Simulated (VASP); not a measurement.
Here is a VASP 6.6.1 calculation.

File POSCAR:

```
Tc
1.0
    2.7937391334      0.0000000000      0.0000000000
   -1.3968695667      2.4194490611      0.0000000000
    0.0000000000      0.0000000000      4.4842571930
Tc
2
Direct
    0.6666666667      0.3333333333      0.7500000000
    0.3333333333      0.6666666667      0.2500000000
```

The input INCAR.step1:

```
SYSTEM = Tc
ALGO = Normal
EDIFF = 1E-5
ENCUT = 620
GGA = PE
GGA_COMPAT = .False.
ISMEAR = -1
LASPH = .True.
LCHARG = .False.
LREAL = .False.
LWAVE = .True.
NBANDS = 22
NELM = 120
PREC = Accurate
SIGMA = 0.05
```

File INCAR.step2:

```
SYSTEM = Tc
ALGO = Normal
EDIFF = 1E-6
ENCUT = 620
GGA_COMPAT = .False.
ISIF = 2
ISMEAR = -1
ISTART = 1
LASPH = .True.
LCHARG = .False.
LMIXTAU = .True.
LREAL = .False.
LWAVE = .False.
METAGGA = R2SCAN
NBANDS = 22
NELM = 120
PREC = Accurate
SIGMA = 0.05
```

Contents of KPOINTS:

```
k-points
0
Gamma
  11 11 6
  0 0 0
```

Potentials or basis: VASP PAW PBE potentials, release 64 (Tc_sv).

The run is started by

```sh
$ cat potpaw_PBE.64/Tc_sv/POTCAR > POTCAR
$ cp INCAR.step1 INCAR
$ mpirun -np 1 vasp_std > vasp.out
$ cp INCAR.step2 INCAR
$ mpirun -np 1 vasp_std > vasp.out
```

Question: Estimate the band gap on the k mesh.

Answer: Zero (bands 15 and 16 overlap by 2.98 eV).

Question: What does it give for the pressure?

Answer: -17.9 GPa.

Caveat: the cell stands under tension; the PAW data sets were made with another functional, which shifts forces and pressure a little.
